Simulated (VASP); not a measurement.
Li, 1 atom in the cell. The structure is cubic, space group Im-3m (No. 229). Conventional cell: a = 3.509 Å, b = 3.509 Å, c = 3.509 Å, α = 90.00°, β = 90.00°, γ = 90.00°. Li (site symmetry m-3m) has 14 Li at 3.04 to 3.51 Å within 4.0 Å. 

* Program: VASP 6.6.1
* Task: single point
* Functional: HSE06
* Potentials or basis: VASP PAW PBE potentials, release 64 (Li_sv)
* Cutoff: 520 eV
* k mesh: 6 × 6 × 6
* Occupations: fermi-dirac, width 0.05 eV
* Spin: no spin polarisation
* Dipole correction: no
* Grid for exact exchange (PRECFOCK): Normal
* Further INCAR settings: ALGO = Normal; EDIFF = 1e-06; NBANDS = 8
* Screening parameter: 0.2079 1/Å

Potentials or basis: VASP PAW PBE potentials, release 64 (Li_sv).

Launch:

```console
$ cat potpaw_PBE.64/Li_sv/POTCAR > POTCAR
$ cp INCAR.step1 INCAR
$ mpirun -np 1 vasp_std > vasp.out
$ cp INCAR.step2 INCAR
$ mpirun -np 1 vasp_std > vasp.out
```

Hardware: 1 thread of AMD EPYC 7R13, with other jobs on the host.

Q: Estimate the wall time of this run.

A: Run time: 3.1 min on 1 thread of AMD EPYC 7R13 (shared host), peak memory 0.2 GiB. Counts: k points 16.
